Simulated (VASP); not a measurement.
Input of a VASP 6.6.1 run:

File INCAR:

```
PREC = Accurate
ENCUT = 520
EDIFF = 1E-7
ISMEAR = 0
SIGMA = 0.05
LREAL = F
LASPH = T
NELM = 100
ALGO = Normal
ISIF = 2
LWAVE = F
LCHARG = F
GGA = PS
NBANDS = 14
```

File KPOINTS:

```
Automatic mesh
0
Gamma
  12 12 12
```

File POSCAR:

```
MgO2
1.0
    1.6047610160      0.9265092046      3.6686778186
   -1.6047610160      0.9265092046      3.6686778186
    0.0000000000     -1.8530184092      3.6686778186
Mg O
1 2
Direct
    0.0000000000      0.0000000000      0.0000000000
    0.4287860000      0.4287860000      0.4287860000
    0.5712140000      0.5712140000      0.5712140000
```

Potentials or basis: VASP PAW PBE potentials, release 64 (Mg, O).

Launch:

```console
$ cat potpaw_PBE.64/Mg/POTCAR potpaw_PBE.64/O/POTCAR > POTCAR
$ mpirun -np 1 vasp_std > vasp.out
```

(1) Estimate the band gap on the k mesh.

(2) Estimate the pressure.

(3) Estimate the largest force.

Answers

(1) 1.28 eV, direct.

(2) -12.2 GPa.

(3) 1.107 eV/Å.

Caveat: the cell differs from its parent crystal (strain +0.000 along x and y, +0.050 along z); the PAW data sets were made with another functional, which shifts forces and pressure a little.
